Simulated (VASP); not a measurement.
# Al (P6_3/mmc) in VASP: a series of runs, part 2 of 2

VASP 6.6.1.

## Step 4: Single point, PBEsol

This run uses another cell than the first one, of the same volume but with other edges.

INCAR reads:

```
SYSTEM = Al
PREC = Accurate ; ENCUT = 520
EDIFF = 1E-6 ; ISMEAR = 0
SIGMA = 0.15 ; LREAL = .FALSE.
LASPH = .TRUE. ; NELM = 100
ALGO = Fast ; ISIF = 2
LWAVE = .FALSE. ; LCHARG = .FALSE.
GGA = PS ; NBANDS = 10
```

KPOINTS reads:

```
Automatic mesh
0
G
  18 18 10
  0 0 0
```

POSCAR reads:

```
Al
1.0
    2.9295000000      0.0000000000      0.0000000000
   -1.4647500000      2.5370214204      0.0000000000
    0.0000000000      0.0000000000      4.2672000000
Al
2
Direct
    0.6666666667      0.3333333333      0.7500000000
    0.3333333333      0.6666666667      0.2500000000
```

Potentials or basis: VASP PAW PBE potentials, release 64 (Al).

The run is started by

```console
> cat potpaw_PBE.64/Al/POTCAR > POTCAR
> mpirun -np 1 vasp_std > vasp.out
```

OUTCAR:

```text
SYSTEM = Al
   PREC = Accurate
   ENCUT = 520
   EDIFF = 1E-6
   ISMEAR = 0
   LREAL = .FALSE.
   LASPH = .TRUE.
   NELM = 100
   ISIF = 2
   GGA = PS

 ion  position               nearest neighbor table
   1  0.667  0.333  0.750-   2 2.72   2 2.72   2 2.72   2 2.72   2 2.72   2 2.72
   2  0.333  0.667  0.250-   1 2.72   1 2.72   1 2.72   1 2.72   1 2.72   1 2.72

  LATTYP: Found a hexagonal cell.
 ALAT       =     2.9295000000
 C/A-ratio  =     1.4566308244

  Lattice vectors:

 A1 = (   2.9295000000,   0.0000000000,   0.0000000000)
 A2 = (  -1.4647500000,   2.5370214204,   0.0000000000)
 A3 = (   0.0000000000,   0.0000000000,   4.2672000000)

Analysis of symmetry for initial positions (statically):
=====================================================================
 Subroutine PRICEL returns:
 Original cell was already a primitive cell.

 Routine SETGRP: Setting up the symmetry group for a
 hexagonal supercell.

 Subroutine GETGRP returns: Found 24 space group operations
 (whereof 12 operations were pure point group operations)
 out of a pool of 24 trial point group operations.

The static configuration has the point symmetry D_3d.
 The point group associated with its full space group is D_6h.

Analysis of symmetry for dynamics (positions and initial velocities):
=====================================================================
 Subroutine PRICEL returns:
 Original cell was already a primitive cell.

 Routine SETGRP: Setting up the symmetry group for a
 hexagonal supercell.

 Subroutine GETGRP returns: Found 24 space group operations
 (whereof 12 operations were pure point group operations)
 out of a pool of 24 trial point group operations.

The dynamic configuration has the point symmetry D_3d.
 The point group associated with its full space group is D_6h.

 Subroutine INISYM returns: Found 24 space group operations
 (whereof 12 operations are pure point group operations),
 and found     1 'primitive' translations

----------------------------------------------------------------------------------------

                                     Primitive cell

  volume of cell :      31.7147

  direct lattice vectors                    reciprocal lattice vectors
     2.929500000  0.000000000  0.000000000     0.341355180  0.197081505  0.000000000
    -1.464750000  2.537021420  0.000000000     0.000000000  0.394163010  0.000000000
     0.000000000  0.000000000  4.267200000     0.000000000  0.000000000  0.234345707

  length of vectors
     2.929500000  2.929500000  4.267200000     0.394163010  0.394163010  0.234345707

  position of ions in fractional coordinates (direct lattice)
     0.666666667  0.333333333  0.750000000
     0.333333333  0.666666667  0.250000000

  ion indices of the primitive-cell ions
   primitive index   ion index
                 1           1
                 2           2

----------------------------------------------------------------------------------------

 KPOINTS: Automatic mesh

Automatic generation of k-mesh.
 Grid dimensions read from file:
 generate k-points for:   18   18   10

 Generating k-lattice:

  Cartesian coordinates                     Fractional coordinates (reciprocal lattice)
     0.018964177  0.010948973  0.000000000     0.055555556 -0.000000000  0.000000000
[... 42 lines left out ...]
   number of dos      NEDOS =    301   number of ions     NIONS =      2
   total plane-waves  NPLWV =  18432
   dimension x,y,z NGX =    24 NGY =   24 NGZ =   32
   dimension x,y,z NGXF=    48 NGYF=   48 NGZF=   64
   ions per type =               2
   NGX,Y,Z   is equivalent  to a cutoff of  13.62, 13.62, 12.47 a.u.
   NGXF,Y,Z  is equivalent  to a cutoff of  27.24, 27.24, 24.93 a.u.
 SYSTEM =  Al
   PREC   = accura    normal or accurate (medium, high low for compatibility)
   ISTART =      0    job   : 0-new  1-cont  2-samecut
   ICHARG =      2    charge: 1-file 2-atom 10-const
   ISPIN  =      1    spin polarized calculation?
   LNONCOLLINEAR =      F non collinear calculations
   LSORBIT =      F    spin-orbit coupling
   LASPH  =      T    aspherical Exc in radial PAW
   ENCUT  =  520.0 eV  38.22 Ry    6.18 a.u.   5.45  5.45  7.93*2*pi/ulx,y,z
   NELM   =    100;   NELMIN=  2; NELMDL= -5     # of ELM steps
   EDIFF  = 0.1E-05   stopping-criterion for ELM
   LREAL  =      F    real-space projection
   EDIFFG = 0.1E-04   stopping-criterion for IOM
   NSW    =      0    number of steps for IOM
   IBRION =     -1    ionic relax: 0-MD 1-quasi-New 2-CG
   NFREE  =      0    steps in history (QN), initial steepest desc. (CG)
   ISIF   =      2    stress and relaxation
   ISYM   =      2    0-nonsym 1-usesym 2-fastsym
   POTIM  = 0.5000    time-step for ionic-motion
   TEBEG  =    0.0;   TEEND  =   0.0 temperature during run
   PSTRESS=    0.0 pullay stress
   NELECT =       6.0000    total number of electrons
   NUPDOWN=      -1.0000    fix difference up-down
   EMIN   =  10.00;   EMAX   =-10.00  energy-range for DOS
   EFERMI =   0.00;   METHOD = LEGACY
   ISMEAR =     0;   SIGMA  =   0.15  broadening in eV -4-tet -1-fermi 0-gaus
   EFERMI_NEDOS =   21; number of points for ismear=-14 and -15
   IALGO  =     68    algorithm
   IMIX   =      4    mixing-type and parameters
     AMIX     =   0.40;   BMIX     =  1.00
     AMIX_MAG =   1.60;   BMIX_MAG =  1.00
  volume/ion in A,a.u.               =      15.86       107.01
  Fermi-wavevector in a.u.,A,eV,Ry     =   0.939806  1.775976 12.017155  0.883236
  Thomas-Fermi vector in A             =   2.067155
   LORBIT       =      0    0 simple, 1 ext, 2 COOP (PROOUT), +10 PAW based schemes
   GGA     = PS    functional components
   LHFCALC =     F    Hartree Fock is set to
   AEXX    =    0.0000 exact exchange contribution
   IVDW    =     0    specifies the selected vdW correction
   LEPSILON=     F    determine dielectric tensor
   LRPA    =     F    only Hartree local field effects (RPA)
 non-spin polarized calculation
 RMM-DIIS sequential band-by-band and
 Gauss-broadening in eV      SIGMA  =   0.15
  energy-cutoff  :      520.00
  volume of cell :       31.71
 maximum number of plane-waves:       895
 NGX is ok and might be reduce to    24

 number of electron       6.0000000 magnetization

 Free energy of the ion-electron system (eV)
  ---------------------------------------------------
  ext. energy  EPLUGINS =         0.00000000
  ---------------------------------------------------
  free energy    TOTEN  =        -8.03474218 eV

  energy without entropy =       -8.02351178  energy(sigma->0) =       -8.02912698

 E-fermi :   8.3624     XC(G=0): -10.3979

 val. band max:        8.3595169799   @ k =   0.2778   0.1111   0.0000
 cond. band min:       8.3667454094   @ k =   0.3889   0.0556   0.3000
 fundamental gap:      0.0072284296
 Fermi energy:         8.3623749487

 k-point     1 :       0.0000    0.0000    0.0000
  band No.  band energies     occupation
      1      -3.0485      2.00000
      2       4.3615      2.00000
      3       5.3973      2.00000
      4      17.3780      0.00000
      5      17.3780      0.00000
      6      18.0929      0.00000
      7      18.0929      0.00000
      8      20.9068      0.00000
      9      21.1809      0.00000
     10      23.3541      0.00000
[... 287 lines left out ...]
 k-point    24 :       0.3889    0.1111    0.0000
  band No.  band energies     occupation
      1       1.6095      2.00000
      2       4.0659      2.00000
      3       8.6329      0.01074
      4       9.5121      0.00000
      5      10.5552      0.00000
      6      11.1550      0.00000
      7      12.7503      0.00000
      8      17.0788      0.00000
      9      17.6022      0.00000
     10      18.3154      0.00000

 [... further k-points ...]

------------------------ aborting loop because EDIFF is reached ----------------------------------------

  FORCE on cell =-STRESS in cart. coord.  units (eV):
  Direction    XX          YY          ZZ          XY          YZ          ZX
  --------------------------------------------------------------------------------------
  -------------------------------------------------------------------------------------
  Total        0.1635982      0.1635982      1.9440269      0.0000000     -0.0000000      0.0000000
  in kB        8.2647284      8.2647284     98.2092115      0.0000000     -0.0000000      0.0000000
  external PRESSURE =      38.2462228 kB  Pullay stress =       0.0000000 kB

 VOLUME and BASIS-vectors are now :
 -----------------------------------------------------------------------------
  energy-cutoff  :      520.00
  volume of cell :       31.71
      direct lattice vectors                 reciprocal lattice vectors
     2.929500000  0.000000000  0.000000000     0.341355180  0.197081505  0.000000000
    -1.464750000  2.537021420  0.000000000     0.000000000  0.394163010  0.000000000
     0.000000000  0.000000000  4.267200000     0.000000000  0.000000000  0.234345707

 POSITION                                       TOTAL-FORCE (eV/Angst)
 -----------------------------------------------------------------------------------
      1.46475      0.84567      3.20040         0.000000      0.000000      0.000000
     -0.00000      1.69135      1.06680        -0.000000     -0.000000      0.000000
 -----------------------------------------------------------------------------------
    total drift:                                0.000000     -0.000000     -0.000000

  FREE ENERGIE OF THE ION-ELECTRON SYSTEM (eV)
  ---------------------------------------------------
  free  energy   TOTEN  =        -8.0347421834 eV

  energy  without entropy=       -8.0235117819  energy(sigma->0) =       -8.02912698
```

stdout:

```text
POSCAR found type information on POSCAR Al
 POSCAR found :  1 types and       2 ions
 scaLAPACK will be used
 -----------------------------------------------------------------------------
|                                                                             |
|                                                                             |
|     You enforced a specific xc type in the INCAR file but a different       |
|     I HOPE YOU KNOW WHAT YOU ARE DOING!                                     |
|                                                                             |
 -----------------------------------------------------------------------------

 LDA part: xc-table for (Slater+PW92), standard interpolation
 POSCAR, INCAR and KPOINTS ok, starting setup
 FFT: planning ... GRIDC
 FFT: planning ... GRID_SOFT
 FFT: planning ... GRID
 WAVECAR not read
 entering main loop
```

Wall time 54 s (1 thread of Intel Xeon 8259CL, shared host); peak memory 0.18 GiB.

What came out:

```yaml
Free_energy: -8.0347 eV
Pressure: 3.8 GPa
Band_gap_on_the_k_mesh: zero (bands 3 and 4 overlap by 9.40 eV)
```

Caveat: the cell stands under pressure; the PAW data sets were made with another functional, which shifts forces and pressure a little.

## Step 5: Overview

| cell | gap on the mesh (eV) | pressure (GPa) |
| --- | --- | --- |
| a = 2.810, b = 2.810, c = 4.638 Å, angles 90.0, 90.0, 120.0°, 2 atoms | none | 2.5 |
| a = 2.730, b = 2.730, c = 4.935 Å, angles 90.0, 90.0, 120.0°, 2 atoms | none | 3.1 |
| a = 2.929, b = 2.930, c = 4.267 Å, angles 90.0, 90.0, 120.0°, 2 atoms | none | 3.8 |

Alike in all rows: task single point; level PBEsol; potentials or basis VASP PAW PBE potentials, release 64 (Al); no spin polarisation; k mesh 18 × 18 × 10; cutoff (eV) 520; smearing gaussian 0.15 eV.

Caveats: the PAW data sets were made with another functional, which shifts forces and pressure a little; the cell stands under pressure (at least some runs).

Absolute energies hang on the potentials; compare differences alone.
